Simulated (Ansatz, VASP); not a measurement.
## GaP in VASP and in Ansatz

INCAR

```
PREC = Accurate
ENCUT = 520
EDIFF = 1E-6
ISMEAR = 0
SIGMA = 0.05
LREAL = F
LASPH = T
NELM = 100
ALGO = Normal
ISIF = 2
LWAVE = F
LCHARG = T
GGA = PE
LELF = T
LVHAR = T
NBANDS = 26
```

The input KPOINTS:

```
regular mesh
0
Gamma
  9 9 9
```

POSCAR

```
GaP
1.0
    1.8321074197      1.0577677119      6.8478068324
   -1.8321074197      1.0577677119      6.8478068324
    0.0000000000     -2.1155354239      6.8478068324
Ga P
2 2
Direct
    0.4355841032      0.4355841032      0.4355841032
    0.5644158968      0.5644158968      0.5644158968
    0.0575077006      0.0575077006      0.0575077006
    0.9424922994      0.9424922994      0.9424922994
```

Input for Ansatz:

```yaml
crystal:
  lattice:
    - [1.8321074197, 1.0577677119, 6.8478068324]
    - [-1.8321074197, 1.0577677119, 6.8478068324]
    - [0.0, -2.1155354239, 6.8478068324]
  atoms:
    - { symbol: Ga, position: [0.4355841032, 0.4355841032, 0.4355841032] }
    - { symbol: Ga, position: [0.5644158968, 0.5644158968, 0.5644158968] }
    - { symbol: P, position: [0.0575077006, 0.0575077006, 0.0575077006] }
    - { symbol: P, position: [0.9424922994, 0.9424922994, 0.9424922994] }
basis:
  ecutwfc: 420
kpoints:
  mp_grid: { grid: [9, 9, 9] }
hamiltonian:
  xc: pbe
  pseudopotentials: { kind: paw, azcp: { folder: soft_1 } }
scf:
  occupations: { method: gaussian, width: 0.05 }
output:
  forces: true
  stress: true
  eigenvalues: true
```

Alike in both runs: task single point; functional PBE; k mesh 9 × 9 × 9; occupations gaussian, width 0.05 eV; no spin polarisation.

|  | VASP | Ansatz |
| --- | --- | --- |
| version | VASP 6.6.1 | Ansatz 0.2.0 |
| potentials or method | VASP PAW PBE potentials, release 64 (Ga_d, P), cutoff 520 eV | scalar-relativistic, plane waves, PAW |
| valence electrons in the cell | 36 | 36 |

VASP gave:

| Property | Result |
| --- | --- |
| gap on the k mesh at the Fermi level (eV) | 0.04 |
| least direct gap on the mesh (eV) | 0.04 |
| pressure (GPa) | 5.2 |
| traceless stress, the component that is largest in VASP (GPa) | -14.52 |
| rms of the force components (eV/Å) | 0.509 |

Problem. What did Ansatz give for the same quantities?

Solution. gap on the k mesh at the Fermi level (eV): 0.04; least direct gap on the mesh (eV): 0.04; pressure (GPa): 5.2; traceless stress, the component that is largest in VASP (GPa): -14.50; rms of the force components (eV/Å): 0.506.

Atom by atom the forces differ by 0.008 eV/Å (rms over components). The functional is the same, so the differences come from potentials, cutoffs and numerics.
